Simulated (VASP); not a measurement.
# BiW (P-6m2) in VASP: further runs

The runs below take BiW through single point, relaxation of cell and atoms, with PBE.

Program: VASP 6.6.1. These are calculated values, not measurements. Logs are shortened: lines on timing, memory, paths and dates and some standing lists are left out, and cuts for length are marked.

## Step 1: The cell of the first run

It takes space group P-6m2 (No. 187, hexagonal). Conventional cell: a = 3.372 Å, b = 3.372 Å, c = 4.282 Å, α = 90.00°, β = 90.00°, γ = 120.00°. Bi (site symmetry -6m2) has 6 W at 2.89 Å and 6 Bi at 3.37 Å within 3.8 Å. W (site symmetry -6m2) has 6 Bi at 2.89 Å and 6 W at 3.37 Å within 3.8 Å.

## Step 2: Single point, PBE

INCAR

```
SYSTEM = BiW
PREC = Accurate ; ENCUT = 520
EDIFF = 1E-7 ; ISMEAR = 0
SIGMA = 0.1 ; LREAL = .FALSE.
LASPH = .TRUE. ; NELM = 60
ALGO = Normal ; ISIF = 2
LWAVE = .FALSE. ; LCHARG = .FALSE.
GGA = PE ; NBANDS = 22
```

KPOINTS

```
Automatic mesh
0
G
  6 6 4
  0 0 0
```

POSCAR

```
BiW
1.0
    3.3724850377      0.0000000000      0.0000000000
   -1.6862425188      2.9206577166      0.0000000000
    0.0000000000      0.0000000000      4.2824956519
Bi W
1 1
Direct
    0.6666666667      0.3333333333      0.0000000000
    0.0000000000      0.0000000000      0.5000000000
```

Potentials or basis: VASP PAW PBE potentials, release 64 (Bi_d, W_sv).

On the command line:

```console
$ cat potpaw_PBE.64/Bi_d/POTCAR potpaw_PBE.64/W_sv/POTCAR > POTCAR
$ mpirun -np 1 vasp_std > vasp.out
```

OUTCAR:

```text
SYSTEM = BiW
   PREC = Accurate
   ENCUT = 520
   EDIFF = 1E-7
   ISMEAR = 0
   LREAL = .FALSE.
   LASPH = .TRUE.
   NELM = 60
   ISIF = 2
   GGA = PE

 ion  position               nearest neighbor table
   1  0.667  0.333  0.000-   2 2.89   2 2.89   2 2.89   2 2.89   2 2.89   2 2.89
   2  0.000  0.000  0.500-   1 2.89   1 2.89   1 2.89   1 2.89   1 2.89   1 2.89

  LATTYP: Found a hexagonal cell.
 ALAT       =     3.3724850377
 C/A-ratio  =     1.2698338477

  Lattice vectors:

 A1 = (   3.3724850377,   0.0000000000,   0.0000000000)
 A2 = (  -1.6862425188,   2.9206577166,   0.0000000000)
 A3 = (   0.0000000000,   0.0000000000,   4.2824956519)

Analysis of symmetry for initial positions (statically):
=====================================================================
 Subroutine PRICEL returns:
 Original cell was already a primitive cell.

 Routine SETGRP: Setting up the symmetry group for a
 hexagonal supercell.

 Subroutine GETGRP returns: Found 12 space group operations
 (whereof 12 operations were pure point group operations)
 out of a pool of 24 trial point group operations.

The static configuration has the point symmetry D_3h.

Analysis of symmetry for dynamics (positions and initial velocities):
=====================================================================
 Subroutine PRICEL returns:
 Original cell was already a primitive cell.

 Routine SETGRP: Setting up the symmetry group for a
 hexagonal supercell.

 Subroutine GETGRP returns: Found 12 space group operations
 (whereof 12 operations were pure point group operations)
 out of a pool of 24 trial point group operations.

The dynamic configuration has the point symmetry D_3h.

 Subroutine INISYM returns: Found 12 space group operations
 (whereof 12 operations are pure point group operations),
 and found     1 'primitive' translations

----------------------------------------------------------------------------------------

                                     Primitive cell

  volume of cell :      42.1820

  direct lattice vectors                    reciprocal lattice vectors
     3.372485038  0.000000000  0.000000000     0.296517253  0.171194316  0.000000000
    -1.686242519  2.920657717  0.000000000     0.000000000  0.342388632  0.000000000
     0.000000000  0.000000000  4.282495652     0.000000000  0.000000000  0.233508702

  length of vectors
     3.372485038  3.372485038  4.282495652     0.342388632  0.342388632  0.233508702

  position of ions in fractional coordinates (direct lattice)
     0.666666667  0.333333333  0.000000000
     0.000000000  0.000000000  0.500000000

  ion indices of the primitive-cell ions
   primitive index   ion index
                 1           1
                 2           2

----------------------------------------------------------------------------------------

 KPOINTS: Automatic mesh

Automatic generation of k-mesh.
 Grid dimensions read from file:
 generate k-points for:    6    6    4

 Generating k-lattice:

  Cartesian coordinates                     Fractional coordinates (reciprocal lattice)
     0.049419542  0.028532386  0.000000000     0.166666667  0.000000000  0.000000000
     0.000000000  0.057064772  0.000000000     0.000000000  0.166666667  0.000000000
     0.000000000  0.000000000  0.058377175     0.000000000  0.000000000  0.250000000

  Length of vectors
     0.057064772  0.057064772  0.058377175

  Shift w.r.t. Gamma in fractional coordinates (k-lattice)
     0.000000000  0.000000000  0.000000000

 Subroutine IBZKPT returns following result:
 ===========================================

 Found     21 irreducible k-points:

 Following reciprocal coordinates:
            Coordinates               Weight
  0.000000  0.000000  0.000000      1.000000
  0.166667 -0.000000  0.000000      6.000000
  0.333333 -0.000000  0.000000      6.000000
  0.500000 -0.000000  0.000000      3.000000
  0.166667  0.166667  0.000000      6.000000
  0.333333  0.166667  0.000000     12.000000
[... 13 lines left out ...]
  0.333333  0.166667  0.500000     12.000000
  0.333333  0.333333  0.500000      2.000000
   k-points           NKPTS =     21   k-points in BZ     NKDIM =     21   number of bands    NBANDS=     22
   number of dos      NEDOS =    301   number of ions     NIONS =      2
   total plane-waves  NPLWV =  25088
   dimension x,y,z NGX =    28 NGY =   28 NGZ =   32
   dimension x,y,z NGXF=    56 NGYF=   56 NGZF=   64
   ions per type =               1   1
   NGX,Y,Z   is equivalent  to a cutoff of  13.80, 13.80, 12.42 a.u.
   NGXF,Y,Z  is equivalent  to a cutoff of  27.61, 27.61, 24.84 a.u.
 SYSTEM =  BiW
   PREC   = accura    normal or accurate (medium, high low for compatibility)
   ISTART =      0    job   : 0-new  1-cont  2-samecut
   ICHARG =      2    charge: 1-file 2-atom 10-const
   ISPIN  =      1    spin polarized calculation?
   LNONCOLLINEAR =      F non collinear calculations
   LSORBIT =      F    spin-orbit coupling
   LASPH  =      T    aspherical Exc in radial PAW
   ENCUT  =  520.0 eV  38.22 Ry    6.18 a.u.   6.27  6.27  7.96*2*pi/ulx,y,z
   NELM   =     60;   NELMIN=  2; NELMDL= -5     # of ELM steps
   EDIFF  = 0.1E-06   stopping-criterion for ELM
   LREAL  =      F    real-space projection
   EDIFFG = 0.1E-05   stopping-criterion for IOM
   NSW    =      0    number of steps for IOM
   IBRION =     -1    ionic relax: 0-MD 1-quasi-New 2-CG
   NFREE  =      0    steps in history (QN), initial steepest desc. (CG)
   ISIF   =      2    stress and relaxation
   ISYM   =      2    0-nonsym 1-usesym 2-fastsym
   POTIM  = 0.5000    time-step for ionic-motion
   TEBEG  =    0.0;   TEEND  =   0.0 temperature during run
   PSTRESS=    0.0 pullay stress
   NELECT =      29.0000    total number of electrons
   NUPDOWN=      -1.0000    fix difference up-down
   EMIN   =  10.00;   EMAX   =-10.00  energy-range for DOS
   EFERMI =   0.00;   METHOD = LEGACY
   ISMEAR =     0;   SIGMA  =   0.10  broadening in eV -4-tet -1-fermi 0-gaus
   EFERMI_NEDOS =   21; number of points for ismear=-14 and -15
   IALGO  =     38    algorithm
   IMIX   =      4    mixing-type and parameters
     AMIX     =   0.40;   BMIX     =  1.00
     AMIX_MAG =   1.60;   BMIX_MAG =  1.00
  volume/ion in A,a.u.               =      21.09       142.33
  Fermi-wavevector in a.u.,A,eV,Ry     =   1.444879  2.730426 28.404566  2.087677
  Thomas-Fermi vector in A             =   2.563125
   LORBIT       =      0    0 simple, 1 ext, 2 COOP (PROOUT), +10 PAW based schemes
   GGA     = PE    functional components
   LHFCALC =     F    Hartree Fock is set to
   AEXX    =    0.0000 exact exchange contribution
   IVDW    =     0    specifies the selected vdW correction
   LEPSILON=     F    determine dielectric tensor
   LRPA    =     F    only Hartree local field effects (RPA)
 non-spin polarized calculation
 Gauss-broadening in eV      SIGMA  =   0.10
  energy-cutoff  :      520.00
  volume of cell :       42.18
 maximum number of plane-waves:      1156
 NGX is ok and might be reduce to    28
   NGX = 13   NGY = 13   NGZ = 15

 number of electron      29.0000002 magnetization

 Free energy of the ion-electron system (eV)
  ---------------------------------------------------
  ext. energy  EPLUGINS =         0.00000000
  ---------------------------------------------------
  free energy    TOTEN  =       -14.32342750 eV

  energy without entropy =      -14.31023934  energy(sigma->0) =      -14.31683342

 E-fermi :  10.7495     XC(G=0): -12.1303

 val. band max:       10.7201480666   @ k =   0.5000  -0.0000   0.0000
 cond. band min:      10.7767438707   @ k =   0.1667   0.1667   0.2500
 fundamental gap:      0.0565958041
 Fermi energy:        10.7494910725

 k-point     1 :       0.0000    0.0000    0.0000
  band No.  band energies     occupation
      1     -63.5396      2.00000
      2     -27.7753      2.00000
      3     -27.6691      2.00000
      4     -27.6691      2.00000
      5     -12.5535      2.00000
      6     -12.5535      2.00000
[... 14 lines left out ...]
     21      21.3181      0.00000
     22      21.3181      0.00000

 k-point     2 :       0.1667   -0.0000    0.0000
  band No.  band energies     occupation
      1     -63.5380      2.00000
      2     -27.7708      2.00000
      3     -27.7098      2.00000
      4     -27.6789      2.00000
      5     -12.5694      2.00000
      6     -12.5017      2.00000
[... 14 lines left out ...]
     21      21.5201      0.00000
     22      22.1444      0.00000

 k-point     3 :       0.3333   -0.0000    0.0000
  band No.  band energies     occupation
      1     -63.5346      2.00000
      2     -27.7904      2.00000
      3     -27.7615      2.00000
      4     -27.6985      2.00000
      5     -12.6089      2.00000
      6     -12.4587      2.00000
[... 14 lines left out ...]
     21      19.7921      0.00000
     22      21.5192      0.00000

 k-point     4 :       0.5000   -0.0000    0.0000
  band No.  band energies     occupation
      1     -63.5330      2.00000
      2     -27.8302      2.00000
      3     -27.7569      2.00000
      4     -27.7082      2.00000
      5     -12.6292      2.00000
      6     -12.4795      2.00000
[... 14 lines left out ...]
     21      19.7613      0.00000
     22      20.9861      0.00000

 k-point     5 :       0.1667    0.1667    0.0000
  band No.  band energies     occupation
      1     -63.5354      2.00000
      2     -27.7638      2.00000
      3     -27.7628      2.00000
      4     -27.7013      2.00000
      5     -12.5625      2.00000
      6     -12.4829      2.00000
[... 342 lines left out ...]
 k-point    19 :       0.1667    0.1667    0.5000
  band No.  band energies     occupation
      1     -63.5354      2.00000
      2     -27.7727      2.00000
      3     -27.7610      2.00000
      4     -27.7019      2.00000
      5     -12.5586      2.00000
      6     -12.4753      2.00000
[... 14 lines left out ...]
     21      19.6216      0.00000
     22      22.6941      0.00000

 k-point    20 :       0.3333    0.1667    0.5000
  band No.  band energies     occupation
      1     -63.5329      2.00000
      2     -27.8074      2.00000
      3     -27.7625      2.00000
      4     -27.7296      2.00000
      5     -12.5568      2.00000
      6     -12.4969      2.00000
[... 14 lines left out ...]
     21      20.1596      0.00000
     22      22.1585      0.00000

 k-point    21 :       0.3333    0.3333    0.5000
  band No.  band energies     occupation
      1     -63.5321      2.00000
      2     -27.7823      2.00000
      3     -27.7796      2.00000
      4     -27.7591      2.00000
      5     -12.4837      2.00000
      6     -12.4558      2.00000
[... 14 lines left out ...]
     21      22.9617      0.00000
     22      24.0187      0.00000

------------------------ aborting loop because EDIFF is reached ----------------------------------------

  FORCE on cell =-STRESS in cart. coord.  units (eV):
  Direction    XX          YY          ZZ          XY          YZ          ZX
  --------------------------------------------------------------------------------------
  -------------------------------------------------------------------------------------
  Total        0.0024661      0.0024661      0.0011430      0.0000000     -0.0000000      0.0000000
  in kB        0.0936693      0.0936693      0.0434144      0.0000000     -0.0000000      0.0000000
  external PRESSURE =       0.0769177 kB  Pullay stress =       0.0000000 kB

 VOLUME and BASIS-vectors are now :
 -----------------------------------------------------------------------------
  energy-cutoff  :      520.00
  volume of cell :       42.18
      direct lattice vectors                 reciprocal lattice vectors
     3.372485038  0.000000000  0.000000000     0.296517253  0.171194316  0.000000000
    -1.686242519  2.920657717  0.000000000     0.000000000  0.342388632  0.000000000
     0.000000000  0.000000000  4.282495652     0.000000000  0.000000000  0.233508702

 POSITION                                       TOTAL-FORCE (eV/Angst)
 -----------------------------------------------------------------------------------
      1.68624      0.97355      0.00000        -0.000000     -0.000000      0.000000
      0.00000      0.00000      2.14125         0.000000      0.000000      0.000000
 -----------------------------------------------------------------------------------
    total drift:                               -0.000000      0.000000      0.000000

  FREE ENERGIE OF THE ION-ELECTRON SYSTEM (eV)
  ---------------------------------------------------
  free  energy   TOTEN  =       -14.3234275040 eV

  energy  without entropy=      -14.3102393390  energy(sigma->0) =      -14.31683342
```

Run time: 9.1 s. Hardware: 1 thread of Intel Xeon 6975P-C (Granite Rapids), shared host; peak memory 0.17 GiB.

Results:

| Quantity | Value |
| --- | --- |
| Free energy | -14.3234 eV |
| Pressure | 0.0 GPa |

Levels at points of the mesh, in eV from the Fermi level:
```csv
k point,band 12,band 13,band 14,band 15,band 16,band 17,band 18,band 19
"(0.00, 0.00, 0.00)",-3.00,-1.38,-1.38,0.32,0.32,2.64,5.59,5.59
"(0.50, 0.00, 0.00)",-3.98,-2.66,-0.03,0.77,1.99,2.42,3.35,3.43
"(0.00, 0.00, 0.50)",-1.47,-0.79,-0.79,-0.31,-0.31,5.35,5.35,8.23
"(0.50, 0.00, 0.50)",-4.84,-2.17,-1.79,-0.49,1.58,1.95,3.38,5.65
```

Caveat: the k points lie up to 0.37 Å⁻¹ apart; spin-orbit coupling is left out, which moves the levels of the heavy elements.

## Step 3: Single point, PBE

This run uses another cell than the first one, of 24.40 Å³/atom, 1.157 times its volume.

INCAR

```
SYSTEM = BiW
  PREC = Accurate
  ENCUT = 520
  EDIFF = 1E-7
  ISMEAR = 0
  SIGMA = 0.1
  LREAL = .False.
  LASPH = .True.
  NELM = 80
  ALGO = Normal
  ISIF = 2
  LWAVE = .False.
  LCHARG = .False.
  GGA = PE
  NBANDS = 22
```

KPOINTS

```
regular mesh
0
Gamma
  6 6 4
  0 0 0
```

POSCAR

```
BiW
1.0
    3.3496604355      0.0000000000      0.0000000000
   -1.6748302177      2.9008910312      0.0000000000
    0.0000000000      0.0000000000      5.0226765928
Bi W
1 1
Direct
    0.6666666667      0.3333333333      0.0000000000
    0.0000000000      0.0000000000      0.5000000000
```

Potentials or basis: VASP PAW PBE potentials, release 64 (Bi_d, W_sv).

On the command line:

```console
$ cat potpaw_PBE.64/Bi_d/POTCAR potpaw_PBE.64/W_sv/POTCAR > POTCAR
$ mpirun -np 1 vasp_std > vasp.out
```

It took 11 s on 1 thread of Intel Xeon 6975P-C (Granite Rapids), shared host; peak memory 0.18 GiB.

Results (log left out):

- Free energy: -13.7279 eV
- Pressure: -13.3 GPa

Stress tensor (GPa, compression positive):
```
-10.24   0.00   0.00
  0.00 -10.24   0.00
  0.00   0.00 -19.48
```

Levels at points of the mesh, in eV from the Fermi level:
| k point | band 12 | band 13 | band 14 | band 15 | band 16 | band 17 |
| --- | --- | --- | --- | --- | --- | --- |
| (0.00, 0.00, 0.00) | -3.78 | -0.57 | -0.57 | 0.74 | 0.74 | 0.89 |
| (0.50, 0.00, 0.00) | -3.50 | -2.41 | 0.23 | 1.54 | 1.63 | 2.16 |
| (0.00, 0.00, 0.50) | -2.04 | -0.41 | -0.41 | 0.52 | 0.52 | 5.57 |
| (0.50, 0.00, 0.50) | -3.87 | -1.60 | -0.88 | -0.78 | 0.04 | 2.27 |

Caveat: the k points lie up to 0.36 Å⁻¹ apart; spin-orbit coupling is left out, which moves the levels of the heavy elements.

(Part 1 of 3 ends here.)
